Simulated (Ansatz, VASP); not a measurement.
# AlFe: VASP beside Ansatz

```
CELL_PARAMETERS angstrom
2.77761 0.00000 0.00000
0.00000 2.77761 0.00000
0.00000 0.00000 2.77761
ATOMIC_POSITIONS crystal
Al 0.00000 0.00000 0.00000
Fe 0.50000 0.50000 0.50000
```

Alike in both runs: task single point; functional LDA; k mesh 16 × 16 × 16; occupations gaussian, width 0.05 eV; collinear spin.

|  | VASP | Ansatz |
| --- | --- | --- |
| version | VASP 6.6.1 | Ansatz 0.2.0 |
| potentials or method | VASP PAW LDA potentials, release 64 (Al, Fe), cutoff 520 eV | scalar-relativistic, plane waves, PAW |
| valence electrons in the cell | 11 | 19 |

VASP gave:

* gap on the k mesh at the Fermi level (eV): none
* pressure (GPa): 9.6
* net moment per atom (μB): 0.30
* size of the moment on the site where the two differ most (μB): 0.62

Q: Which values does Ansatz return?

A: gap on the k mesh at the Fermi level (eV): none; pressure (GPa): 9.1; net moment per atom (μB): 0.32; size of the moment on the site where the two differ most (μB): 0.63.

LDA's correlation is that of Perdew and Zunger in VASP and of Perdew and Wang (1992) in Ansatz. Site moments also hang on the region over which each program counts them. A gap of «none» marks a metal or a gap that the smearing closes. VASP's potentials hold 11 valence electrons a cell and Ansatz's 19, so a difference there can come from the potentials and not from the codes.
